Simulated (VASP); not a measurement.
Na: electric field gradients with PBE

Na:

```
Na
1.0
    -2.13356    2.13356    2.08574
     2.13356   -2.13356    2.08574
     2.13356    2.13356   -2.08574
Na
1
Direct
  0.00000 0.00000 0.00000
```

```yaml
Program: VASP 6.6.1
Task: electric field gradients
Functional: PBE
Potentials_or_basis: VASP PAW PBE potentials, release 64 (Na_pv)
Cutoff: 520 eV
k_mesh: 11 × 11 × 11
Occupations: methfessel-paxton, width 0.05 eV
Spin: no spin polarisation
Dipole_correction: no
Further_INCAR_settings: ALGO = Normal; EDIFF = 1e-08; NBANDS = 10
```

```
Pressure                                : -0.2 GPa
Band gap on the k mesh                  : zero (an odd number of electrons rules out a gap without spin polarisation)
Largest electric field gradient by atom : zero within the noise of the run
```

Levels at points of the mesh, in eV from the Fermi level:
| k point | band 1 | band 2 | band 3 | band 4 | band 5 | band 6 | band 7 | band 8 |
| --- | --- | --- | --- | --- | --- | --- | --- | --- |
| (0.00, 0.00, 0.00) | -24.95 | -24.95 | -24.95 | -3.25 | 11.33 | 11.67 | 11.67 | 12.37 |

Run time: 24 s on 1 thread of Intel(R) Xeon(R) Platinum 8488C (Sapphire Rapids), on a shared host, peak memory 0.17 GiB.
